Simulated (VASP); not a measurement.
Wanted: the native input for a VASP 6.6.1 run.

- Task: single point
- Functional: LDA
- Potentials or basis: VASP PAW LDA potentials, release 64 (Sn_d, Se)
- Cutoff: 520 eV
- k mesh: 6 × 6 × 4
- Occupations: gaussian, width 0.05 eV
- Spin: no spin polarisation
- Dipole correction: no
- Further INCAR settings: ALGO = Normal; EDIFF = 1e-06; NBANDS = 28

The structure of SnSe lies in POSCAR:

```
SnSe
1.0
    4.2853274191      0.0000000000      0.0000000000
    0.0000000000      4.2853274191      0.0000000000
    0.0000000000      0.0000000000     10.9906921300
Sn Se
2 2
Direct
    0.5000000000      0.0000000000      0.3722291100
    0.0000000000      0.5000000000      0.6277708900
    0.5000000000      0.0000000000      0.6126275120
    0.0000000000      0.5000000000      0.3805485320
```

This cell differs from its parent crystal: all Se atoms moved +0.037 Å, as atom 3 towards its neighbour atom 1 (Sn) at 2.680 Å.

These files were run (other wordings do the same):

INCAR

```
ALGO     = Normal         # electronic algorithm
EDIFF    = 1E-6           # SCF threshold, eV
ENCUT    = 520            # plane-wave cutoff, eV
GGA      = CA             # functional
ISIF     = 2              # what is computed and relaxed
ISMEAR   = 0              # smearing method
LASPH    = T              # aspherical terms in the spheres
LCHARG   = T              # write CHGCAR
LELF     = T              # ELF
LREAL    = F              # projectors in reciprocal space
LVHAR    = T            
LWAVE    = F              # write WAVECAR
NBANDS   = 28             # bands
NELM     = 60             # most SCF steps
PREC     = Accurate       # precision mode
SIGMA    = 0.05           # smearing width, eV
```

KPOINTS

```
k-points
0
Gamma
  6 6 4
```

Potentials or basis: VASP PAW LDA potentials, release 64 (Sn_d, Se).

Command:

```console
$ cat potpaw_LDA.64/Sn_d/POTCAR potpaw_LDA.64/Se/POTCAR > POTCAR
$ mpirun -np 1 vasp_std > vasp.out
```

It gave:

* Largest force: 0.453 eV/Å
* Band gap on the k mesh: 1.44 eV, direct

Caveat: the cell differs from its parent crystal (all Se atoms moved +0.037 Å, as atom 3 towards its neighbour atom 1 (Sn) at 2.680 Å); spin-orbit coupling is left out, which moves the levels of the heavy elements.

It took 4.3 min on 1 thread of AMD EPYC 7R43 64-Core Processor (Zen 3), on a shared host, peak memory 0.29 GiB.
